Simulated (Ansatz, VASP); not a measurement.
As in VASP and in Ansatz

The input INCAR:

```
SYSTEM = As
PREC = Accurate
ENCUT = 520
EDIFF = 1E-6
ISMEAR = -1
SIGMA = 0.1
LREAL = .False.
LASPH = .True.
NELM = 60
ALGO = Normal
ISIF = 2
LWAVE = .False.
LCHARG = .True.
GGA = PE
LELF = .True.
LVHAR = .True.
NBANDS = 12
```

File KPOINTS:

```
Automatic mesh
0
Gamma
  16 16 9
  0 0 0
```

The input POSCAR:

```
As
1.0
    2.8146363670      0.0000000000      0.0000000000
   -1.4073181835      2.4375465962      0.0000000000
    0.0000000000      0.0000000000      4.4105920774
As
2
Direct
    0.3333333333      0.6666666667      0.2500000000
    0.6666666667      0.3333333333      0.7500000000
```

Input for Ansatz:

```yaml
crystal:
  lattice:
    - [2.814636367, 0.0, 0.0]
    - [-1.4073181835, 2.4375465962, 0.0]
    - [0.0, 0.0, 4.4105920774]
  atoms:
    - { symbol: As, position: [0.3333333333, 0.6666666667, 0.25] }
    - { symbol: As, position: [0.6666666667, 0.3333333333, 0.75] }
kpoints:
  mp_grid: { grid: [16, 16, 9] }
scf:
  occupations: { method: fermi_dirac, width: 0.1 }
hamiltonian:
  xc: pbe
  pseudopotentials: { kind: paw }
output:
  forces: true
  stress: true
  eigenvalues: true
  populations: true
```

Change from the starting cell: volume scaled by 0.78, PAW files.

Alike in both runs: task single point; functional PBE; k mesh 16 × 16 × 9; occupations fermi-dirac, width 0.1 eV; no spin polarisation.

```csv
,VASP,Ansatz
version,VASP 6.6.1,Ansatz 0.2.0
potentials or method,"VASP PAW PBE potentials, release 64 (As)","PAW with Ansatz's default frozen-core files, scalar-relativistic"
plane-wave cutoff (eV),520,420
valence electrons in the cell,10,30
```

VASP gave:

| Item | Value |
| --- | --- |
| pressure (GPa) | 32.9 |

Q: Estimate Ansatz's values.

A: Pressure (GPa): 32.3.

Both programs put the cell under a high pressure, so it lies far from rest at this level. VASP's potentials hold 10 valence electrons a cell and Ansatz's 30, so a difference there can come from the potentials and not from the codes.
